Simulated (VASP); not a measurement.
# LiNi4H8O8 (a cell with a defect) in VASP: single point with PBEsol

Aim: the single point of LiNi4H8O8 (a cell with a defect) with PBEsol.

Program: VASP 6.6.1. These are calculated values, not measurements. Logs are shortened: lines on timing, memory, paths and dates and some standing lists are left out, and cuts for length are marked.

## Step 1: The cell of the first run

The cell holds a defect, 21 atoms: a = 6.288 Å, b = 6.294 Å, c = 6.720 Å, α = 86.23°, β = 86.03°, γ = 60.04°.

## Step 2: Single point, PBEsol, collinear spin, ferromagnetic start

Input file INCAR:

```
SYSTEM = LiNi4H8O8
ALGO = Normal
EDIFF = 1E-6
ENCUT = 520
GGA = PS
ISIF = 2
ISMEAR = 0
ISPIN = 2
LASPH = .TRUE.
LCHARG = .FALSE.
LMAXMIX = 4
LORBIT = 11
LREAL = Auto
LWAVE = .FALSE.
MAGMOM = 0.8 0.8 0.8 0.8 0 0 0 0 0 0 0 0 0 0 0 0 0 0 0 0 0
NBANDS = 70
NELECT = 98.0
NELM = 150
PREC = Accurate
SIGMA = 0.05
```

Input file KPOINTS:

```
k-points
0
G
  3 3 2
  0 0 0
```

Input file POSCAR:

```
LiNi4H8O8
1.0
    6.2881770000      0.0000000000      0.0000000000
    3.1433160000      5.4528830000      0.0000000000
    0.4656550000      0.2418370000      6.6999830000
Ni H O Li
4 8 8 1
Direct
    0.0673689936      0.4375311231      0.0039411946
    0.0564365795      0.9439659654     -0.0091139740
    0.5499180197      0.4375528730      0.0033265482
    0.5498471946      0.9550918714      0.0039680988
    0.3749878523      0.2646287105      0.2930810362
    0.2400463729      0.1256056669      0.7159741252
    0.3005839193      0.8024516849      0.2963784780
    0.2401055954      0.6155695765      0.7160283218
    0.9126082092      0.1908489489      0.2963805571
    0.7301411048      0.1256379075      0.7160239210
    0.9107625498      0.8002589142      0.2966337526
    0.7374940341      0.6231569618      0.7366134572
    0.3817813600      0.2703990871      0.1481394511
    0.2298875441      0.1166337710      0.8609925037
    0.3800933790      0.7703719653      0.1633556820
    0.2298205374      0.6161089380      0.8609823877
    0.8814433166      0.2691997575      0.1633253094
    0.7294670406      0.1165203232      0.8609827225
    0.8811152797      0.7698885729      0.1636660073
    0.7287086593      0.6156947943      0.8814508681
    0.7097092583      0.5992281865      0.2448352516
```

Potentials or basis: VASP PAW PBE potentials, release 64 (Ni, H, O, Li_sv).

Run with:

```bash
$ cat potpaw_PBE.64/Ni/POTCAR potpaw_PBE.64/H/POTCAR potpaw_PBE.64/O/POTCAR potpaw_PBE.64/Li_sv/POTCAR > POTCAR
$ mpirun -np 1 vasp_std > vasp.out
```

OUTCAR:

```text
SYSTEM = LiNi4H8O8
   EDIFF = 1E-6
   ENCUT = 520
   GGA = PS
   ISIF = 2
   ISMEAR = 0
   ISPIN = 2
   LASPH = .TRUE.
   LORBIT = 11
   LREAL = Auto
   NELECT = 98.0
   NELM = 150
   PREC = Accurate

 ion  position               nearest neighbor table
   1  0.067  0.438  0.004-  13 2.00  16 2.02  14 2.03  20 2.05  17 2.13  19 2.14  21 2.48   3 3.03
                             4 3.04
   2  0.056  0.944  0.991-  14 2.01  18 2.02  16 2.02  15 2.15  19 2.15  17 2.15
   3  0.550  0.438  0.003-  13 2.00  16 2.02  18 2.02  20 2.05  17 2.14  15 2.14  21 2.48   1 3.03
                             4 3.04
   4  0.550  0.955  0.004-  13 2.00  18 2.02  14 2.03  20 2.05  15 2.13  19 2.14  21 2.48   3 3.04
                             1 3.04
   5  0.375  0.265  0.293-  13 0.97
   6  0.240  0.126  0.716-  14 0.97
   7  0.301  0.802  0.296-  15 0.98
   8  0.240  0.616  0.716-  16 0.97
   9  0.913  0.191  0.296-  17 0.98
  10  0.730  0.126  0.716-  18 0.97
  11  0.911  0.800  0.297-  19 0.98
  12  0.737  0.623  0.737-  20 0.97
  13  0.382  0.270  0.148-   5 0.97   3 2.00   1 2.00   4 2.00
  14  0.230  0.117  0.861-   6 0.97   2 2.01   4 2.03   1 2.03
  15  0.380  0.770  0.163-   7 0.98  21 1.90   4 2.13   3 2.14   2 2.15
  16  0.230  0.616  0.861-   8 0.97   2 2.02   3 2.02   1 2.02
  17  0.881  0.269  0.163-   9 0.98  21 1.90   1 2.13   3 2.14   2 2.15
  18  0.729  0.117  0.861-  10 0.97   2 2.02   3 2.02   4 2.02
  19  0.881  0.770  0.164-  11 0.98  21 1.90   4 2.14   1 2.14   2 2.15
  20  0.729  0.616  0.881-  12 0.97   3 2.05   1 2.05   4 2.05
  21  0.710  0.599  0.245-  15 1.90  17 1.90  19 1.90   1 2.48   3 2.48   4 2.48

  Warning from LATTYP: Got some problem with cell dimensions!
  Tried to take original basis but could not verify dimensions!
  LATTYP: Found a triclinic cell.
 ALAT       =     6.2881770000
 B/A-ratio  =     1.0010478992
 C/A-ratio  =     1.0687513872
 COS(alpha) =     0.0034443908
 COS(beta)  =     0.0692887651
 COS(gamma) =     0.4995993199

  Lattice vectors:

 A1 = (  -6.2881770000,   0.0000000000,   0.0000000000)
 A2 = (  -3.1448610000,   5.4528830000,   0.0000000000)
 A3 = (  -0.4656550000,  -0.2418370000,  -6.6999830000)

Analysis of symmetry for initial positions (statically):
=====================================================================
 Subroutine PRICEL returns:
 Original cell was already a primitive cell.

 Routine SETGRP: Setting up the symmetry group for a
 triclinic supercell.

 Subroutine GETGRP returns: Found  1 space group operations
 (whereof  1 operations were pure point group operations)
 out of a pool of  2 trial point group operations.

The static configuration has the point symmetry C_1 .

Analysis of symmetry for dynamics (positions and initial velocities):
=====================================================================
 Subroutine PRICEL returns:
 Original cell was already a primitive cell.

 Routine SETGRP: Setting up the symmetry group for a
 triclinic supercell.

 Subroutine GETGRP returns: Found  1 space group operations
 (whereof  1 operations were pure point group operations)
 out of a pool of  2 trial point group operations.

The dynamic configuration has the point symmetry C_1 .

Analysis of structural, dynamic, and magnetic symmetry:
=====================================================================
 Subroutine PRICEL returns:
 Original cell was already a primitive cell.

 Routine SETGRP: Setting up the symmetry group for a
 triclinic supercell.

 Subroutine GETGRP returns: Found  1 space group operations
 (whereof  1 operations were pure point group operations)
 out of a pool of  2 trial point group operations.

The overall configuration has the point symmetry C_1 .

 Subroutine INISYM returns: Found  1 space group operations
 (whereof  1 operations are pure point group operations),
 and found     1 'primitive' translations

----------------------------------------------------------------------------------------

[... 97 lines left out ...]
   k-points           NKPTS =     10   k-points in BZ     NKDIM =     10   number of bands    NBANDS=     70
   number of dos      NEDOS =    301   number of ions     NIONS =     21
   total plane-waves  NPLWV = 115200
   dimension x,y,z NGX =    48 NGY =   48 NGZ =   50
   dimension x,y,z NGXF=    96 NGYF=   96 NGZF=  100
   ions per type =               4   8   8   1
   NGX,Y,Z   is equivalent  to a cutoff of  12.69, 12.68, 12.37 a.u.
   NGXF,Y,Z  is equivalent  to a cutoff of  25.38, 25.36, 24.74 a.u.
 SYSTEM =  LiNi4H8O8
   PREC   = accura    normal or accurate (medium, high low for compatibility)
   ISTART =      0    job   : 0-new  1-cont  2-samecut
   ICHARG =      2    charge: 1-file 2-atom 10-const
   ISPIN  =      2    spin polarized calculation?
   LNONCOLLINEAR =      F non collinear calculations
   LSORBIT =      F    spin-orbit coupling
   LASPH  =      T    aspherical Exc in radial PAW
   ENCUT  =  520.0 eV  38.22 Ry    6.18 a.u.  11.69 11.70 12.50*2*pi/ulx,y,z
   NELM   =    150;   NELMIN=  2; NELMDL= -5     # of ELM steps
   EDIFF  = 0.1E-05   stopping-criterion for ELM
   LREAL  =      T    real-space projection
   EDIFFG = 0.1E-04   stopping-criterion for IOM
   NSW    =      0    number of steps for IOM
   IBRION =     -1    ionic relax: 0-MD 1-quasi-New 2-CG
   NFREE  =      0    steps in history (QN), initial steepest desc. (CG)
   ISIF   =      2    stress and relaxation
   ISYM   =      2    0-nonsym 1-usesym 2-fastsym
   POTIM  = 0.5000    time-step for ionic-motion
   TEBEG  =    0.0;   TEEND  =   0.0 temperature during run
   PSTRESS=    0.0 pullay stress
   NELECT =      98.0000    total number of electrons
   NUPDOWN=      -1.0000    fix difference up-down
   EMIN   =  10.00;   EMAX   =-10.00  energy-range for DOS
   EFERMI =   0.00;   METHOD = LEGACY
   ISMEAR =     0;   SIGMA  =   0.05  broadening in eV -4-tet -1-fermi 0-gaus
   EFERMI_NEDOS =   21; number of points for ismear=-14 and -15
   IALGO  =     38    algorithm
   IMIX   =      4    mixing-type and parameters
     AMIX     =   0.40;   BMIX     =  1.00
     AMIX_MAG =   1.60;   BMIX_MAG =  1.00
  volume/ion in A,a.u.               =      10.94        73.82
  Fermi-wavevector in a.u.,A,eV,Ry     =   1.232372  2.328846 20.663737  1.518742
  Thomas-Fermi vector in A             =   2.367145
   LORBIT       =     11    0 simple, 1 ext, 2 COOP (PROOUT), +10 PAW based schemes
   GGA     = PS    functional components
   LHFCALC =     F    Hartree Fock is set to
   AEXX    =    0.0000 exact exchange contribution
   IVDW    =     0    specifies the selected vdW correction
   LEPSILON=     F    determine dielectric tensor
   LRPA    =     F    only Hartree local field effects (RPA)
 spin polarized calculation
 Gauss-broadening in eV      SIGMA  =   0.05
  energy-cutoff  :      520.00
  volume of cell :      229.73
 maximum number of plane-waves:      6201
   NGX = 23   NGY = 23   NGZ = 25

 number of electron      98.0000001 magnetization       3.9995925

 Free energy of the ion-electron system (eV)
  ---------------------------------------------------
  ext. energy  EPLUGINS =         0.00000000
  ---------------------------------------------------
  free energy    TOTEN  =      -113.97723208 eV

  energy without entropy =     -113.97723208  energy(sigma->0) =     -113.97723208

 E-fermi :   2.2884     XC(G=0):  -8.3039

 val. band max:        1.9034100599   @ k =   0.0000   0.0000   0.0000
 cond. band min:       2.5298011875   @ k =   0.0000   0.0000   0.0000
 fundamental gap:      0.6263911276
 Fermi energy:         2.2884168319

 spin component 1

 k-point     1 :       0.0000    0.0000    0.0000
  band No.  band energies     occupation
      1     -42.8376      1.00000
      2     -18.7738      1.00000
      3     -18.1299      1.00000
      4     -18.0984      1.00000
      5     -18.0889      1.00000
      6     -18.0197      1.00000
[... 629 lines left out ...]
     60       8.0267      0.00000
     61       8.5431      0.00000
 Fermi energy:         2.2884168319

 spin component 2

 k-point     1 :       0.0000    0.0000    0.0000
  band No.  band energies     occupation
      1     -42.8541      1.00000
      2     -18.6392      1.00000
      3     -18.0177      1.00000
      4     -18.0092      1.00000
      5     -17.9788      1.00000
      6     -17.8825      1.00000
[... 629 lines left out ...]
     60       8.0767      0.00000
     61       8.5909      0.00000
 [bands above 61 left out]

------------------------ aborting loop because EDIFF is reached ----------------------------------------

  FORCE on cell =-STRESS in cart. coord.  units (eV):
  Direction    XX          YY          ZZ          XY          YZ          ZX
  --------------------------------------------------------------------------------------
  -------------------------------------------------------------------------------------
  Total       -7.9278778     -8.0638412     -4.1653665     -0.0008481     -0.0156732     -0.0216945
  in kB      -55.2895294    -56.2377464    -29.0495340     -0.0059146     -0.1093059     -0.1512987
  external PRESSURE =     -46.8589366 kB  Pullay stress =       0.0000000 kB

 VOLUME and BASIS-vectors are now :
 -----------------------------------------------------------------------------
  energy-cutoff  :      520.00
  volume of cell :      229.73
      direct lattice vectors                 reciprocal lattice vectors
     6.288177000  0.000000000  0.000000000     0.159028602 -0.091672084 -0.007743715
     3.143316000  5.452883000  0.000000000     0.000000000  0.183389227 -0.006619465
     0.465655000  0.241837000  6.699983000     0.000000000  0.000000000  0.149254110

 POSITION                                       TOTAL-FORCE (eV/Angst)
 -----------------------------------------------------------------------------------
      1.80076      2.38676      0.02641         0.039192     -0.020749     -0.000350
      3.78348      5.38697      6.63892        -0.001722     -0.002003     -0.037651
      4.83490      2.38673      0.02229        -0.038419     -0.021064      0.000443
      6.46154      5.20896      0.02659         0.000437      0.043662     -0.000792
      3.32628      1.51387      1.96364         0.001646      0.001338      0.134528
      2.23767      0.85806      4.79701         0.021069      0.011552     -0.178216
[... 13 lines left out ...]
      6.92802      3.57048      5.90571         0.000171     -0.000636      0.107580
      6.46035      3.32673      1.64039        -0.000208      0.000607      0.030954
 -----------------------------------------------------------------------------------
    total drift:                               -0.003342      0.002123      0.006644

  FREE ENERGIE OF THE ION-ELECTRON SYSTEM (eV)
  ---------------------------------------------------
  free  energy   TOTEN  =      -113.9772320842 eV

  energy  without entropy=     -113.9772320842  energy(sigma->0) =     -113.97723208

 total charge

# of ion       s       p       d       tot
------------------------------------------
    1        0.341   0.429   8.192   8.962
    2        0.332   0.405   8.175   8.912
    3        0.341   0.428   8.191   8.960
    4        0.341   0.429   8.192   8.962
    5        0.619   0.121   0.000   0.740
    6        0.620   0.120   0.000   0.741
[... 13 lines left out ...]
   20        1.546   3.528   0.000   5.075
   21        2.030   0.079   0.000   2.108
--------------------------------------------------
tot         20.738  30.934  32.750  84.422

 magnetization (x)

# of ion       s       p       d       tot
------------------------------------------
    1        0.000   0.004   1.570   1.575
    2       -0.003  -0.002  -1.557  -1.562
    3        0.000   0.004   1.570   1.574
    4        0.000   0.004   1.570   1.574
    5        0.002   0.003   0.000   0.005
    6        0.000   0.001   0.000   0.001
[... 13 lines left out ...]
   20        0.016   0.144   0.000   0.159
   21       -0.003  -0.005   0.000  -0.008
--------------------------------------------------
tot          0.088   0.598   3.154   3.840
```

It took 16 min on 1 thread of Intel Xeon Platinum 8259CL at 2.50GHz (Skylake/Cascade Lake), shared host; peak memory 0.54 GiB.

What came out:

| Property | Result |
| --- | --- |
| Free energy | -113.9772 eV |
| Largest force | 0.221 eV/Å |
| Net moment | 4.00 μB per cell |
| Site moments | Ni +1.57, -1.56 (each value once); H +0.01, +0.00 (each value once); O +0.17, +0.07, +0.04, +0.16 (each value once); Li -0.01 μB |
| Valence electrons inside the program's atomic spheres | Ni 8.96, 8.91 (each value once); H 0.74; O 5.09, 5.07, 5.08 (each value once); Li 2.11 |

Forces on the atoms (eV/Å):
```
Ni   0.039 -0.021  0.000
Ni  -0.002 -0.002 -0.038
Ni  -0.038 -0.021  0.000
Ni   0.000  0.044 -0.001
H    0.002  0.001  0.135
H    0.021  0.012 -0.178
H   -0.039  0.025  0.146
H   -0.001 -0.024 -0.179
H    0.001 -0.047  0.145
H   -0.022  0.011 -0.179
H    0.041  0.025  0.144
H    0.001  0.000 -0.138
O   -0.002 -0.001 -0.137
O   -0.062 -0.034  0.207
O    0.000 -0.004 -0.162
O    0.001  0.075  0.208
O   -0.002 -0.001 -0.160
O    0.064 -0.034  0.208
O   -0.003 -0.003 -0.159
O    0.000 -0.001  0.108
Li   0.000  0.001  0.031
```

Caveat: the k points lie up to 0.47 Å⁻¹ apart; the cell carries a net charge on a neutralising background, which shifts energy and pressure; the cell is charged against a uniform background, so pressure and absolute levels hang on convention; the cutoff is under 1.25 times the usual one of these potentials, so pressure, stress and relaxed cells hold a basis-set (Pulay) error; the PAW data sets were made with another functional, which shifts forces and pressure a little.
